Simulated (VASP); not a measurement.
Wanted: the native input for a VASP 6.6.1 run.

```
Task                   : single point
Functional             : PBE
Potentials or basis    : VASP PAW PBE potentials, release 64 (Rh_pv)
Cutoff                 : 520 eV
k mesh                 : 6 × 6 × 4
Occupations            : gaussian, width 0.1 eV
Spin                   : no spin polarisation
Dipole correction      : no
Further INCAR settings : ALGO = Normal; EDIFF = 1e-06; NBANDS = 30
```

The structure of Rh lies in POSCAR:

```
Rh
1.0
    3.4957812122      0.0000000000      0.0000000000
   -1.7478906061      3.0274353358      0.0000000000
    0.0000000000      0.0000000000      3.9727945410
Rh
3
Direct
    0.2170000000      0.0000000000      0.1666666667
    0.0000000000      0.2170000000      0.8333333333
    0.7830000000      0.7830000000      0.5000000000
```

One way to write it, as run:

INCAR

```
SYSTEM = Rh
ALGO = Normal
EDIFF = 1E-6
ENCUT = 520
GGA = PE
ISIF = 2
ISMEAR = 0
LASPH = .TRUE.
LCHARG = .FALSE.
LREAL = .FALSE.
LWAVE = .FALSE.
NBANDS = 30
NELM = 80
PREC = Accurate
SIGMA = 0.1
```

KPOINTS

```
k-points
0
G
  6 6 4
  0 0 0
```

Potentials or basis: VASP PAW PBE potentials, release 64 (Rh_pv).

Run with:

```console
$ cat potpaw_PBE.64/Rh_pv/POTCAR > POTCAR
$ mpirun -np 1 vasp_std > vasp.out
```

Results of the run:

```
Pressure      : 163.3 GPa
Largest force : 25.690 eV/Å
```

Caveat: the k points lie up to 0.40 Å⁻¹ apart; forces of over 1 eV/Å act on the atoms, so gaps and moduli don't describe the material at rest.

Run time: 37 s on 1 thread of AMD EPYC 7R13 (shared host), peak memory 0.14 GiB.
